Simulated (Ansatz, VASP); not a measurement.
**One calculation of TiC, two programs**

Contents of INCAR:

```
SYSTEM = TiC
ALGO = Normal
EDIFF = 1E-6
ENCUT = 600
GGA = PE
GGA_COMPAT = .FALSE.
ISIF = 2
ISMEAR = 0
LASPH = .TRUE.
LCHARG = .FALSE.
LREAL = .FALSE.
LWAVE = .FALSE.
NBANDS = 15
NELM = 120
PREC = Accurate
SIGMA = 0.15
```

Contents of KPOINTS:

```
k-points
0
G
  24 24 24
  0 0 0
```

POSCAR

```
TiC
1.0
    0.0000000000      2.1664615256      2.1664615256
    2.1664615256      0.0000000000      2.1664615256
    2.1664615256      2.1664615256      0.0000000000
Ti C
1 1
Direct
    0.0000000000     -0.0461582164      0.0000000000
    0.5000000000      0.5000000000      0.5000000000
```

Input for Ansatz:

```yaml
crystal:
  lattice:
    - [0.0, 2.1664615256, 2.1664615256]
    - [2.1664615256, 0.0, 2.1664615256]
    - [2.1664615256, 2.1664615256, 0.0]
  atoms:
    - { symbol: Ti, position: [0.0, -0.0461582164, 0.0] }
    - { symbol: C, position: [0.5, 0.5, 0.5] }
basis:
  ecutwfc: 420
kpoints:
  mp_grid: { grid: [24, 24, 24] }
hamiltonian:
  xc: pbe
scf:
  occupations: { method: gaussian, width: 0.15 }
output:
  forces: true
  stress: true
  eigenvalues: true
```

Alike in both runs: task single point; functional PBE; k mesh 24 × 24 × 24; occupations gaussian, width 0.15 eV; no spin polarisation.

|  | VASP | Ansatz |
| --- | --- | --- |
| version | VASP 6.6.1 | Ansatz 0.2.0 |
| potentials or method | VASP PAW PBE potentials, release 64 (Ti_sv, C), cutoff 600 eV | scalar-relativistic, plane waves, PAW |
| valence electrons in the cell | 16 | 16 |

|  | VASP | Ansatz | Ansatz less VASP |
| --- | --- | --- | --- |
| gap on the k mesh at the Fermi level (eV) | none | none | - |
| pressure (GPa) | 2.4 | 2.3 | -0.08 |
| traceless stress, the component that is largest in VASP (GPa) | -1.89 | -1.87 | +0.018 |
| rms of the force components (eV/Å) | 0.702 | 0.698 | -0.0033 |

Atom by atom the forces differ by 0.003 eV/Å (rms over components). A gap of «none» marks a metal or a gap that the smearing closes.
